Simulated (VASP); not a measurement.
# GaSb in VASP: further runs, part 2 of 2

VASP 6.6.1. The steps go on from the part before.

### Step 5. Single point, PBE (strain +0.000 along x and y, -0.025 along z)

INCAR

```
SYSTEM = GaSb
ALGO = Normal ; EDIFF = 1E-6
ENCUT = 520 ; GGA = PE
ISIF = 2 ; ISMEAR = 0
LASPH = .True. ; LCHARG = .True.
LELF = .True. ; LREAL = .False.
LVHAR = .True. ; LWAVE = .False.
NBANDS = 16 ; NELM = 100
PREC = Accurate ; SIGMA = 0.15
```

KPOINTS

```
k-points
0
Gamma
  16 16 16
  0 0 0
```

POSCAR

```
GaSb
1.0
    0.0000000000      3.1069206317      3.0292476159
    3.1069206317      0.0000000000      3.0292476159
    3.1069206317      3.1069206317      0.0000000000
Ga Sb
1 1
Direct
    0.0000000000      0.0000000000      0.0000000000
    0.7500000000      0.7500000000      0.7500000000
```

Potentials or basis: VASP PAW PBE potentials, release 64 (Ga_d, Sb).

Launch:

```bash
$ cat potpaw_PBE.64/Ga_d/POTCAR potpaw_PBE.64/Sb/POTCAR > POTCAR
$ mpirun -np 1 vasp_std > vasp.out
```

OUTCAR:

```text
SYSTEM = GaSb
   EDIFF = 1E-6
   ENCUT = 520
   GGA = PE
   ISIF = 2
   ISMEAR = 0
   LASPH = .True.
   LREAL = .False.
   NELM = 100
   PREC = Accurate

 ion  position               nearest neighbor table
   1  0.000  0.000  0.000-   2 2.67   2 2.67   2 2.67   2 2.67
   2  0.750  0.750  0.750-   1 2.67   1 2.67   1 2.67   1 2.67

  LATTYP: Found a body centered tetragonal cell.
 ALAT       =     4.3938492946
 C/A-ratio  =     1.3788582233

  Lattice vectors:

 A1 = (   0.0000000000,  -3.1069206317,  -3.0292476159)
 A2 = (   0.0000000000,   3.1069206317,  -3.0292476159)
 A3 = (   3.1069206317,   0.0000000000,   3.0292476159)

Analysis of symmetry for initial positions (statically):
=====================================================================
 Subroutine PRICEL returns:
 Original cell was already a primitive cell.

 Routine SETGRP: Setting up the symmetry group for a
 body centered tetragonal supercell.

 Subroutine GETGRP returns: Found  8 space group operations
 (whereof  8 operations were pure point group operations)
 out of a pool of 16 trial point group operations.

The static configuration has the point symmetry D_2d.

Analysis of symmetry for dynamics (positions and initial velocities):
=====================================================================
 Subroutine PRICEL returns:
 Original cell was already a primitive cell.

 Routine SETGRP: Setting up the symmetry group for a
 body centered tetragonal supercell.

 Subroutine GETGRP returns: Found  8 space group operations
 (whereof  8 operations were pure point group operations)
 out of a pool of 16 trial point group operations.

The dynamic configuration has the point symmetry D_2d.

 Subroutine INISYM returns: Found  8 space group operations
 (whereof  8 operations are pure point group operations),
 and found     1 'primitive' translations

----------------------------------------------------------------------------------------

[... 106 lines left out ...]
   EFERMI =   0.00;   METHOD = LEGACY
   ISMEAR =     0;   SIGMA  =   0.15  broadening in eV -4-tet -1-fermi 0-gaus
   EFERMI_NEDOS =   21; number of points for ismear=-14 and -15
   IALGO  =     38    algorithm
   IMIX   =      4    mixing-type and parameters
     AMIX     =   0.40;   BMIX     =  1.00
     AMIX_MAG =   1.60;   BMIX_MAG =  1.00
  volume/ion in A,a.u.               =      29.24       197.33
  Fermi-wavevector in a.u.,A,eV,Ry     =   1.105327  2.088764 16.622877  1.221747
  Thomas-Fermi vector in A             =   2.241812
   LORBIT       =      0    0 simple, 1 ext, 2 COOP (PROOUT), +10 PAW based schemes
   GGA     = PE    functional components
   LHFCALC =     F    Hartree Fock is set to
   AEXX    =    0.0000 exact exchange contribution
   IVDW    =     0    specifies the selected vdW correction
   LEPSILON=     F    determine dielectric tensor
   LRPA    =     F    only Hartree local field effects (RPA)
 non-spin polarized calculation
 Gauss-broadening in eV      SIGMA  =   0.15
  energy-cutoff  :      520.00
  volume of cell :       58.48
 maximum number of plane-waves:      1596
   NGX = 17   NGY = 17   NGZ = 17

 number of electron      17.9999995 magnetization

 Free energy of the ion-electron system (eV)
  ---------------------------------------------------
  ext. energy  EPLUGINS =         0.00000000
  ---------------------------------------------------
  free energy    TOTEN  =        -7.36441041 eV

  energy without entropy =       -7.36425382  energy(sigma->0) =       -7.36433211

 E-fermi :   4.8018     XC(G=0):  -8.9978

 val. band max:        4.7454411387   @ k =   0.0000   0.0000   0.0000
 cond. band min:       5.0058615354   @ k =   0.5000   0.0000   0.0000
 fundamental gap:      0.2604203966
 Fermi energy:         4.8017945342

 k-point     1 :       0.0000    0.0000    0.0000
  band No.  band energies     occupation
      1     -10.3394      2.00000
      2     -10.3394      2.00000
      3     -10.3359      2.00000
      4     -10.2936      2.00000
      5     -10.2901      2.00000
      6      -6.6757      2.00000
[... 433 lines left out ...]
      3     -10.3344      2.00000
      4     -10.2935      2.00000
      5     -10.2904      2.00000
      6      -6.5728      2.00000
[... 8 lines left out ...]
     15      12.1906      0.00000
     16      12.6953      0.00000

 [... further k-points ...]
[... 5 lines left out ...]
  --------------------------------------------------------------------------------------
  -------------------------------------------------------------------------------------
  Total        0.3349282      0.3349282      0.7058785      0.0000000     -0.0000000      0.0000000
  in kB        9.1756589      9.1756589     19.3381732      0.0000000     -0.0000000      0.0000000
  external PRESSURE =      12.5631637 kB  Pullay stress =       0.0000000 kB

 VOLUME and BASIS-vectors are now :
 -----------------------------------------------------------------------------
  energy-cutoff  :      520.00
  volume of cell :       58.48
      direct lattice vectors                 reciprocal lattice vectors
     0.000000000  3.106920632  3.029247616    -0.160931050  0.160931050  0.165057487
     3.106920632  0.000000000  3.029247616     0.160931050 -0.160931050  0.165057487
     3.106920632  3.106920632  0.000000000     0.160931050  0.160931050 -0.165057487

 POSITION                                       TOTAL-FORCE (eV/Angst)
 -----------------------------------------------------------------------------------
      0.00000      0.00000      0.00000        -0.000000     -0.000000     -0.000000
      4.66038      4.66038      4.54387         0.000000      0.000000      0.000000
 -----------------------------------------------------------------------------------
    total drift:                                0.000001      0.000001     -0.000002

  FREE ENERGIE OF THE ION-ELECTRON SYSTEM (eV)
  ---------------------------------------------------
  free  energy   TOTEN  =        -7.3644104062 eV

  energy  without entropy=       -7.3642538203  energy(sigma->0) =       -7.36433211
```

OSZICAR:

```text
N       E                     dE             d eps       ncg     rms          rms(c)
DAV:   1     0.820876491581E+02    0.82088E+02   -0.85698E+03 11360   0.137E+03
DAV:   2    -0.104166268274E+01   -0.83129E+02   -0.80041E+02 13216   0.297E+02
DAV:   3    -0.730120663082E+01   -0.62595E+01   -0.62422E+01 13600   0.646E+01
DAV:   4    -0.741296510827E+01   -0.11176E+00   -0.11175E+00 14032   0.967E+00
DAV:   5    -0.741554248792E+01   -0.25774E-02   -0.25773E-02 14480   0.129E+00    0.309E+00
DAV:   6    -0.737480661062E+01    0.40736E-01   -0.61452E-02 15968   0.382E+00    0.185E+00
DAV:   7    -0.736293526344E+01    0.11871E-01   -0.36013E-02 13104   0.153E+00    0.340E-01
DAV:   8    -0.736387982642E+01   -0.94456E-03   -0.42499E-03 14816   0.738E-01    0.782E-02
DAV:   9    -0.736435495958E+01   -0.47513E-03   -0.65208E-04 13392   0.198E-01    0.319E-02
DAV:  10    -0.736439078628E+01   -0.35827E-04   -0.40516E-05 14928   0.390E-02    0.860E-03
DAV:  11    -0.736440958348E+01   -0.18797E-04   -0.26479E-05 12976   0.340E-02    0.606E-03
DAV:  12    -0.736441040622E+01   -0.82274E-06   -0.14320E-06 14408   0.826E-03
   1 F= -.73644104E+01 E0= -.73643321E+01  d E =-.156586E-03
```

stdout:

```text
POSCAR found type information on POSCAR GaSb
 POSCAR found :  2 types and       2 ions
 scaLAPACK will be used
 LDA part: xc-table for (Slater+PW92), standard interpolation
 POSCAR, INCAR and KPOINTS ok, starting setup
 FFT: planning ... GRIDC
 FFT: planning ... GRID_SOFT
 FFT: planning ... GRID
 WAVECAR not read
 entering main loop
```

Wall time 1.8 min (1 thread of Intel Xeon 6975P-C (Granite Rapids), shared host); peak memory 0.45 GiB.

What came out:

| Quantity | Value |
| --- | --- |
| Free energy | -7.3644 eV |
| Pressure | 1.3 GPa |

Levels at points of the mesh, in eV from the Fermi level:
| k point | band 6 | band 7 | band 8 | band 9 | band 10 | band 11 | band 12 | band 13 |
| --- | --- | --- | --- | --- | --- | --- | --- | --- |
| (0.00, 0.00, 0.00) | -11.48 | -0.27 | -0.20 | -0.20 | -0.06 | 2.59 | 2.66 | 2.66 |
| (0.50, 0.00, 0.00) | -9.91 | -6.41 | -1.36 | -1.18 | 0.20 | 3.53 | 3.68 | 6.34 |
| (0.50, 0.50, 0.00) | -9.05 | -6.79 | -2.74 | -2.74 | 0.66 | 1.05 | 8.41 | 8.41 |
| (0.50, 0.00, 0.50) | -9.14 | -6.90 | -2.61 | -2.59 | 0.84 | 1.20 | 8.35 | 8.37 |

Caveat: the cell differs from its parent crystal (strain +0.000 along x and y, -0.025 along z); spin-orbit coupling is left out, which moves the levels of the heavy elements.

### Step 6. Summary

```tsv
cell	gap on the mesh (eV)	pressure (GPa)
a = 4.614 Å, angles 60.0°, 2 atoms	none	-4.5
a = 4.174 Å, angles 60.0°, 2 atoms	0.64	10.1
a = 4.339, b = 4.339, c = 4.284 Å, angles 60.4, 60.4, 59.2°, 2 atoms	-	2.6
a = 4.339, b = 4.339, c = 4.394 Å, angles 59.6, 59.6, 60.8°, 2 atoms	-	1.3
```

Alike in all rows: task single point; level PBE; potentials or basis VASP PAW PBE potentials, release 64 (Ga_d, Sb); no spin polarisation; k mesh 16 × 16 × 16; cutoff (eV) 520; smearing gaussian 0.15 eV.

Caveats: spin-orbit coupling is left out, which moves the levels of the heavy elements.

Absolute energies hang on the potentials; compare differences alone.
